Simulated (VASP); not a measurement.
Set up this calculation in VASP 6.6.1, as the native input.

```yaml
Task: single point
Functional: PBE
Potentials_or_basis: VASP PAW PBE potentials, release 64 (Al, Ga_d, As)
Cutoff: 520 eV
k_mesh: 4 × 4 × 4
Occupations: gaussian, width 0.1 eV
Spin: no spin polarisation
Dipole_correction: no
Further_INCAR_settings: ALGO = Normal; EDIFF = 1e-06; NBANDS = 41
```

The structure of AlGa3As4 lies in POSCAR:

```
AlGa3As4
1.0
    5.7404116000      0.0000000000      0.0000000000
    0.0000000000      5.7404116000      0.0000000000
    0.0000000000      0.0000000000      5.7404116000
Al Ga As
1 3 4
Direct
    0.5000000000      0.5000000000      0.5000000000
    0.5000000000      0.0000000000      0.0000000000
    0.0000000000      0.0000000000      0.5000000000
    0.0000000000      0.5000000000      0.0000000000
    0.7493160000      0.2506840000      0.7493160000
    0.7493160000      0.7493160000      0.2506840000
    0.2506840000      0.2506840000      0.2506840000
    0.2506840000      0.7493160000      0.7493160000
```

One way to write it, as run:

INCAR

```
ALGO = Normal ; EDIFF = 1E-6
ENCUT = 520 ; GGA = PE
ISIF = 2 ; ISMEAR = 0
LASPH = True ; LCHARG = True
LELF = True ; LREAL = False
LVHAR = True ; LWAVE = False
NBANDS = 41 ; NELM = 80
PREC = Accurate ; SIGMA = 0.1
```

KPOINTS

```
k-points
0
Gamma
  4 4 4
```

Potentials or basis: VASP PAW PBE potentials, release 64 (Al, Ga_d, As).

Launch:

```console
$ cat potpaw_PBE.64/Al/POTCAR potpaw_PBE.64/Ga_d/POTCAR potpaw_PBE.64/As/POTCAR > POTCAR
$ mpirun -np 1 vasp_std > vasp.out
```

Results of the run:

```json
{"Pressure": "0.2 GPa", "Largest force": "0.004 eV/Å", "Band gap on the k mesh": "0.54 eV"}
```

Run time: 2.6 min on 1 thread of Intel Xeon 8259CL (shared host), peak memory 0.36 GiB.
